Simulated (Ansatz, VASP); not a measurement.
This is a calculation of Sb for Ansatz 0.2.0.

Contents of input.yaml:

```yaml
crystal:
  lattice:
    - [3.16, 0.0, 0.0]
    - [0.0, 3.16, 0.0]
    - [0.0, 0.0, 3.16]
  atoms:
    - { symbol: Sb, position: [0.0, 0.0, 0.0] }
hamiltonian:
  xc: pbe
  pseudopotentials: { kind: paw }
kpoints:
  mp_grid: { grid: [8, 8, 8] }
scf:
  occupations: { method: fermi_dirac, width: 0.05 }
output:
  forces: true
  stress: true
  eigenvalues: true
```

Potentials or basis: Ansatz PAW.

The run is started by

```bash
$ ansatz run input.yaml --threads 1 --pin off --max-ram 3584MiB --backend cpu --events-out ev --progress --plain --runs-dir out
```

Task: Set up the same calculation for VASP 6.6.1. Potentials there: VASP PAW PBE potentials, release 64 (Sb).

Result: As run (the cutoff follows the program's own potentials):

File INCAR:

```
SYSTEM = Sb
PREC = Accurate
ENCUT = 520
EDIFF = 1E-6
ISMEAR = -1
SIGMA = 0.05
LREAL = .False.
LASPH = .True.
NELM = 60
ALGO = Normal
ISIF = 2
LWAVE = .False.
LCHARG = .True.
GGA = PE
LELF = .True.
LVHAR = .True.
NBANDS = 8
```

File KPOINTS:

```
Automatic mesh
0
Gamma
  8 8 8
  0 0 0
```

Contents of POSCAR:

```
Sb
1.0
    3.1600000000      0.0000000000      0.0000000000
    0.0000000000      3.1600000000      0.0000000000
    0.0000000000      0.0000000000      3.1600000000
Sb
1
Direct
    0.0000000000      0.0000000000      0.0000000000
```

Potentials or basis: VASP PAW PBE potentials, release 64 (Sb).

Command:

```console
$ cat potpaw_PBE.64/Sb/POTCAR > POTCAR
$ mpirun -np 1 vasp_std > vasp.out
```

Both were run:

|  | VASP | Ansatz | Ansatz less VASP |
| --- | --- | --- | --- |
| gap on the k mesh at the Fermi level (eV) | none | none | - |
| pressure (GPa) | -2.3 | -2.3 | +0.04 |

A gap of «none» marks a metal or a gap that the smearing closes. VASP's potentials hold 5 valence electrons a cell and Ansatz's 15, so a difference there can come from the potentials and not from the codes.

Neither program's run includes spin-orbit coupling.
